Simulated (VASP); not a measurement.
# H18CO10 in VASP: notebook

H18CO10 is run at these levels: PBE; tasks: single point.

Program: VASP 6.6.1. These are calculated values, not measurements. Logs are shortened: lines on timing, memory, paths and dates and some standing lists are left out, and cuts for length are marked.

**1. The cell of the first run**

The cell holds a disordered packing, 29 atoms: a = 6.705 Å, b = 6.643 Å, c = 6.740 Å, α = 90.55°, β = 92.16°, γ = 91.47°.

**2. Single point, PBE**

INCAR reads:

```
PREC = Accurate ; ENCUT = 520
EDIFF = 1E-6 ; ISMEAR = -1
SIGMA = 0.05 ; LREAL = F
LASPH = T ; NELM = 120
ALGO = Normal ; ISIF = 2
LWAVE = F ; LCHARG = F
GGA = PE ; NBANDS = 61
GGA_COMPAT = F
```

KPOINTS reads:

```
regular mesh
0
Gamma
  1 1 1
```

POSCAR reads:

```
H18CO10
1.0
    6.7028460000     -0.0858160000     -0.1268430000
   -0.0858160000      6.6422780000     -0.0329810000
   -0.1268430000     -0.0329810000      6.7387640000
O H C
10 18 1
Direct
    0.7850557596      0.6908960307      0.2744962236
    0.0757588645      0.4343598645      0.6348397279
    0.7808057879      0.0831353629      0.0243340820
    0.0961861427      0.8141225853      0.8936729519
    0.6732299877      0.4636339628      0.9008752381
    0.0727689852      0.2311107905      0.2958483932
    0.5927253181      0.3645538826      0.4427676068
    0.2652415415      0.4535875277     -0.0153880143
    0.4345339805      0.8947001968      0.2352101514
    0.3833993722      0.7552224612      0.5365434253
    0.7774066429      0.6137559419      0.1432237240
    0.8066007435      0.6049646285      0.3918617712
    0.1724583424      0.5357557996      0.6045685671
    0.0641511651      0.3468859859      0.5126574804
    0.8892916270      0.0207603770     -0.0551606918
    0.7386347001      0.2002497916     -0.0506925187
    0.2173792301      0.8420214050      0.8151856545
    0.0368240200      0.7017209096      0.8176001306
    0.5333293566      0.4619807380      0.9380037173
    0.6825598735      0.4844856506      0.7553991746
    0.1675826838      0.2919271342      0.2146661820
   -0.0533543499      0.2109334453      0.2079148595
    0.5906559898      0.4455175842      0.3172709703
    0.5988409949      0.2235163687      0.3962196304
    0.2235365571      0.5988150772     -0.0177920509
    0.1906150398      0.3977117793     -0.1408574160
    0.5663501931      0.8317602934      0.2450256225
    0.1715914273      0.9189935285      0.3846216453
    0.3248564406      0.8474935087      0.3944576407
```

Potentials or basis: VASP PAW PBE potentials, release 64 (O, H, C).

Launch:

```console
> cat potpaw_PBE.64/O/POTCAR potpaw_PBE.64/H/POTCAR potpaw_PBE.64/C/POTCAR > POTCAR
> mpirun -np 1 vasp_gam > vasp.out
```

OUTCAR:

```text
PREC = Accurate
   ENCUT = 520
   EDIFF = 1E-6
   ISMEAR = -1
   LREAL = F
   LASPH = T
   NELM = 120
   ISIF = 2
   GGA = PE

 ion  position               nearest neighbor table
   1  0.785  0.691  0.274-  12 0.99  11 1.02
   2  0.076  0.434  0.635-  13 0.95  14 1.00
   3  0.781  0.083  0.024-  16 0.97  15 1.01
   4  0.096  0.814  0.894-  18 0.97  17 1.00
   5  0.673  0.464  0.901-  19 0.98  20 1.00
   6  0.073  0.231  0.296-  21 0.94  22 1.02
   7  0.593  0.365  0.443-  24 0.99  23 1.01
   8  0.265  0.454  0.985-  25 1.01  26 1.03
   9  0.435  0.895  0.235-  27 0.99  29 1.36
  10  0.383  0.755  0.537-  29 1.20
  11  0.777  0.614  0.143-   1 1.02
  12  0.807  0.605  0.392-   1 0.99
  13  0.172  0.536  0.605-   2 0.95
  14  0.064  0.347  0.513-   2 1.00
  15  0.889  0.021  0.945-   3 1.01
[... 11 lines left out ...]
  27  0.566  0.832  0.245-   9 0.99
  28  0.172  0.919  0.385-  29 1.14
  29  0.325  0.847  0.394-  28 1.14  10 1.20   9 1.36

  LATTYP: Found a triclinic cell.
 ALAT       =     6.7045952922
 B/A-ratio  =     1.4444144179
 C/A-ratio  =     1.7281412060
 COS(alpha) =     0.0020862307
 COS(beta)  =     0.5714334195
 COS(gamma) =     0.7185376542

  Lattice vectors:

 A1 = (  -6.7028460000,   0.0858160000,   0.1268430000)
 A2 = (  -6.8296890000,   0.0528350000,   6.8656070000)
 A3 = (  -6.6618190000,   6.7610750000,  -6.6449020000)

Analysis of symmetry for initial positions (statically):
=====================================================================
 Subroutine PRICEL returns:
 Original cell was already a primitive cell.

 Routine SETGRP: Setting up the symmetry group for a
 triclinic supercell.

 Subroutine GETGRP returns: Found  1 space group operations
 (whereof  1 operations were pure point group operations)
 out of a pool of  2 trial point group operations.

The static configuration has the point symmetry C_1 .

Analysis of symmetry for dynamics (positions and initial velocities):
=====================================================================
 Subroutine PRICEL returns:
 Original cell was already a primitive cell.

 Routine SETGRP: Setting up the symmetry group for a
 triclinic supercell.

 Subroutine GETGRP returns: Found  1 space group operations
 (whereof  1 operations were pure point group operations)
 out of a pool of  2 trial point group operations.
[... 127 lines left out ...]
   LSORBIT =      F    spin-orbit coupling
   LASPH  =      T    aspherical Exc in radial PAW
   ENCUT  =  520.0 eV  38.22 Ry    6.18 a.u.  12.47 12.35 12.53*2*pi/ulx,y,z
   NELM   =    120;   NELMIN=  2; NELMDL= -5     # of ELM steps
   EDIFF  = 0.1E-05   stopping-criterion for ELM
   LREAL  =      F    real-space projection
   EDIFFG = 0.1E-04   stopping-criterion for IOM
   NSW    =      0    number of steps for IOM
   IBRION =     -1    ionic relax: 0-MD 1-quasi-New 2-CG
   NFREE  =      0    steps in history (QN), initial steepest desc. (CG)
   ISIF   =      2    stress and relaxation
   ISYM   =      2    0-nonsym 1-usesym 2-fastsym
   POTIM  = 0.5000    time-step for ionic-motion
   TEBEG  =    0.0;   TEEND  =   0.0 temperature during run
   PSTRESS=    0.0 pullay stress
   NELECT =      82.0000    total number of electrons
   NUPDOWN=      -1.0000    fix difference up-down
   EMIN   =  10.00;   EMAX   =-10.00  energy-range for DOS
   EFERMI =   0.00;   METHOD = LEGACY
   ISMEAR =    -1;   SIGMA  =   0.05  broadening in eV -4-tet -1-fermi 0-gaus
   EFERMI_NEDOS =   21; number of points for ismear=-14 and -15
   IALGO  =     38    algorithm
   IMIX   =      4    mixing-type and parameters
     AMIX     =   0.40;   BMIX     =  1.00
     AMIX_MAG =   1.60;   BMIX_MAG =  1.00
  volume/ion in A,a.u.               =      10.34        69.78
  Fermi-wavevector in a.u.,A,eV,Ry     =   1.062609  2.008039 15.362843  1.129137
  Thomas-Fermi vector in A             =   2.198065
   LORBIT       =      0    0 simple, 1 ext, 2 COOP (PROOUT), +10 PAW based schemes
   GGA     = PE    functional components
[... 5 lines left out ...]
 non-spin polarized calculation
  energy-cutoff  :      520.00
  volume of cell :      299.86
 maximum number of plane-waves:      4049
 NGX is ok and might be reduce to    50
   NGX = 25   NGY = 25   NGZ = 25

 number of electron      82.0000059 magnetization

 Free energy of the ion-electron system (eV)
  ---------------------------------------------------
  ext. energy  EPLUGINS =         0.00000000
  ---------------------------------------------------
  free energy    TOTEN  =      -146.49891927 eV

  energy without entropy =     -146.49891927  energy(sigma->0) =     -146.49891927

 E-fermi :  -2.1274     XC(G=0):  -6.9001

 val. band max:       -3.3843958864   @ k =   0.0000   0.0000   0.0000
 cond. band min:       1.3627756550   @ k =   0.0000   0.0000   0.0000
 fundamental gap:      4.7471715415
 Fermi energy:        -2.1274067343

 k-point     1 :       0.0000    0.0000    0.0000
  band No.  band energies     occupation
      1     -24.4585      2.00000
      2     -22.8017      2.00000
      3     -22.4614      2.00000
      4     -22.2219      2.00000
      5     -22.0692      2.00000
      6     -21.8596      2.00000
[... 45 lines left out ...]
     52       6.3473      0.00000
     53       6.6231      0.00000
 [bands above 53 left out]

------------------------ aborting loop because EDIFF is reached ----------------------------------------

  FORCE on cell =-STRESS in cart. coord.  units (eV):
  Direction    XX          YY          ZZ          XY          YZ          ZX
  --------------------------------------------------------------------------------------
  -------------------------------------------------------------------------------------
  Total        0.1936705      1.3619908     -3.1091891      0.5988273     -3.2756031      0.8394517
  in kB        1.0347982      7.2772352    -16.6126674      3.1995863    -17.5018319      4.4852631
  external PRESSURE =      -2.7668780 kB  Pullay stress =       0.0000000 kB

 VOLUME and BASIS-vectors are now :
 -----------------------------------------------------------------------------
  energy-cutoff  :      520.00
  volume of cell :      299.86
      direct lattice vectors                 reciprocal lattice vectors
     6.702846000 -0.085816000 -0.126843000     0.149268578  0.001942498  0.002819173
    -0.085816000  6.642278000 -0.032981000     0.001942498  0.150579697  0.000773534
    -0.126843000 -0.032981000  6.738764000     0.002819173  0.000773534  0.148452016

 POSITION                                       TOTAL-FORCE (eV/Angst)
 -----------------------------------------------------------------------------------
      5.16800      4.51270      1.72740        -0.182337     -0.053903     -0.856400
      0.39000      2.85770      4.25410        -1.083620     -0.570693      0.554023
      5.22340      0.48440      0.06220         1.346346     -0.787913     -0.439236
      0.46150      5.36990      5.98320         1.003209      0.343006     -0.646298
      4.35850      2.99210      5.97010         0.942700      0.154340     -0.532712
      0.43040      1.51910      1.97680        -2.377842     -0.918793      0.988037
[... 21 lines left out ...]
      1.02250      6.07680      2.53980         0.895820     -0.435135     -0.360184
      2.05470      5.58840      2.58900        -1.040338      2.019932     -2.122428
 -----------------------------------------------------------------------------------
    total drift:                                0.001991      0.003692      0.000660

  FREE ENERGIE OF THE ION-ELECTRON SYSTEM (eV)
  ---------------------------------------------------
  free  energy   TOTEN  =      -146.4989192714 eV

  energy  without entropy=     -146.4989192714  energy(sigma->0) =     -146.49891927
```

OSZICAR:

```text
N       E                     dE             d eps       ncg     rms          rms(c)
DAV:   1     0.643714880578E+03    0.64371E+03   -0.46127E+04   130   0.125E+03
DAV:   2    -0.989538841470E+02   -0.74267E+03   -0.71499E+03   151   0.307E+02
DAV:   3    -0.159315305509E+03   -0.60361E+02   -0.59940E+02   148   0.936E+01
DAV:   4    -0.160228310440E+03   -0.91300E+00   -0.91056E+00   156   0.127E+01
DAV:   5    -0.160243175785E+03   -0.14865E-01   -0.14845E-01   148   0.154E+00    0.232E+01
DAV:   6    -0.146985619338E+03    0.13258E+02   -0.42581E+01   143   0.265E+01    0.910E+00
DAV:   7    -0.146667846765E+03    0.31777E+00   -0.15668E+00   148   0.519E+00    0.561E+00
DAV:   8    -0.146499837457E+03    0.16801E+00   -0.54241E-01   148   0.357E+00    0.737E-01
DAV:   9    -0.146494123731E+03    0.57137E-02   -0.51907E-02   148   0.112E+00    0.364E-01
DAV:  10    -0.146498482402E+03   -0.43587E-02   -0.18680E-02   132   0.618E-01    0.174E-01
DAV:  11    -0.146498686013E+03   -0.20361E-03   -0.20182E-03   148   0.236E-01    0.903E-02
DAV:  12    -0.146498990253E+03   -0.30424E-03   -0.10906E-03   132   0.162E-01    0.403E-02
DAV:  13    -0.146498942303E+03    0.47950E-04   -0.13773E-04   164   0.777E-02    0.175E-02
DAV:  14    -0.146498924726E+03    0.17576E-04   -0.44946E-05   132   0.306E-02    0.111E-02
DAV:  15    -0.146498919740E+03    0.49868E-05   -0.99300E-06   148   0.164E-02    0.427E-03
DAV:  16    -0.146498919271E+03    0.46821E-06   -0.20685E-06   108   0.853E-03
   1 F= -.14649892E+03 E0= -.14649892E+03  d E =-.319823E-10
```

Run time: 39 s. Hardware: 1 thread of Intel Xeon Platinum 8488C (Sapphire Rapids), shared host; peak memory 0.32 GiB.

Results:

```yaml
Free_energy: -146.4989 eV
Pressure: -0.3 GPa
Largest_force: 3.109 eV/Å
```

Forces in eV/Å, atoms in the order of the input:
```
O   -0.182 -0.054 -0.856
O   -1.084 -0.571  0.554
O    1.346 -0.788 -0.439
O    1.003  0.343 -0.646
O    0.943  0.154 -0.533
O   -2.378 -0.919  0.988
O   -0.047 -0.078 -1.166
O   -0.290  0.314 -0.526
O   -1.355  0.188  0.622
O    0.631 -1.352  1.870
H    0.352  0.266  1.235
H    0.046 -0.059 -0.861
H    1.147  0.847 -0.600
H    0.008 -0.095 -0.269
H   -0.972  0.373  0.887
H   -0.189  0.568 -0.283
H   -0.642  0.198  0.461
H   -0.713 -0.213 -0.270
H   -0.773  0.070 -0.488
H   -0.464 -0.214  0.939
H    1.376  1.029 -1.469
H    0.915 -0.295  0.403
H   -0.223 -0.815  1.270
H   -0.036  0.531  0.128
H    0.317 -0.994  0.409
H    0.584  0.358  0.838
H    0.826 -0.378  0.286
H    0.896 -0.435 -0.360
C   -1.040  2.020 -2.122
```

Stress tensor (GPa, compression positive):
```
 0.10  0.32  0.45
 0.32  0.73 -1.75
 0.45 -1.75 -1.66
```

Caveat: the k points lie up to 0.95 Å⁻¹ apart; the atoms stand as in a frame of molecular dynamics.

(Continued in part 2 of 2.)
